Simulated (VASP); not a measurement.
ZnO, 8 atoms in the cell. It takes space group I-42d (No. 122, tetragonal). The conventional cell has a = 3.829 Å, b = 3.829 Å, c = 7.084 Å, α = 90.00°, β = 90.00°, γ = 90.00°. Zn (site symmetry 2) has 6 O at 1.65 to 2.18 Å within 2.2 Å. Within 2.2 Å of O (site symmetry 2) lie 6 Zn at 1.65 to 2.18 Å. The cell was built from a structure type or drawn by symmetry, and may not be a known phase.

```yaml
Program: VASP 6.6.1
Task: relaxation of cell and atoms
Functional: PBE
Potentials_or_basis: VASP PAW PBE potentials, release 64 (Zn, O)
Cutoff: 600 eV
k_mesh: 6 × 6 × 6
Occupations: gaussian, width 0.1 eV
Spin: no spin polarisation
Dipole_correction: no
Further_INCAR_settings: ALGO = Normal; EDIFF = 1e-06; IBRION = 2; EDIFFG = -0.04; NSW = 90; ISIF = 3
```

Potentials or basis: VASP PAW PBE potentials, release 64 (Zn, O).

The run is started by

```bash
$ cat potpaw_PBE.64/Zn/POTCAR potpaw_PBE.64/O/POTCAR > POTCAR
$ mpirun -np 1 vasp_std > vasp.out
```

Hardware: 1 thread of Intel Xeon 8259CL, with other jobs on the host.

Problem. Estimate the wall time of this run.

Solution. Run time: 32 min on 1 thread of Intel Xeon 8259CL, on a shared host, peak memory 0.25 GiB. Counts: scf iterations 162, k points 30, ion steps 17.
